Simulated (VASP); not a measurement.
Input of a VASP 6.6.1 run:

INCAR

```
PREC = Accurate ; ENCUT = 520
EDIFF = 1E-6 ; ISMEAR = 0
SIGMA = 0.15 ; LREAL = False
LASPH = True ; NELM = 60
ALGO = Fast ; ISIF = 2
LWAVE = False ; LCHARG = True
GGA = PS ; LELF = True
LVHAR = True ; NBANDS = 16
```

KPOINTS

```
regular mesh
0
Gamma
  16 16 16
```

POSCAR

```
AlRu
1.0
    2.9916000000      0.0000000000      0.0000000000
    0.0000000000      2.9916000000      0.0000000000
    0.0000000000      0.0000000000      2.9916000000
Al Ru
1 1
Direct
   -0.0376052948      0.0000000000      0.0000000000
    0.5000000000      0.5000000000      0.5000000000
```

Potentials or basis: VASP PAW PBE potentials, release 64 (Al, Ru_pv).

Launch:

```console
$ cat potpaw_PBE.64/Al/POTCAR potpaw_PBE.64/Ru_pv/POTCAR > POTCAR
$ mpirun -np 1 vasp_std > vasp.out
```

Q: Estimate the largest force.

A: 0.861 eV/Å.

Q: Predict the pressure.

A: -2.2 GPa.

Forces on the atoms (eV/Å):
```
Al   0.861  0.000  0.000
Ru  -0.861  0.000  0.000
```

Caveat: the cell differs from its parent crystal (all Al atoms moved +0.113 Å, as atom 1 towards its neighbour atom 1 (Al) at 2.992 Å); the PAW data sets were made with another functional, which shifts forces and pressure a little.
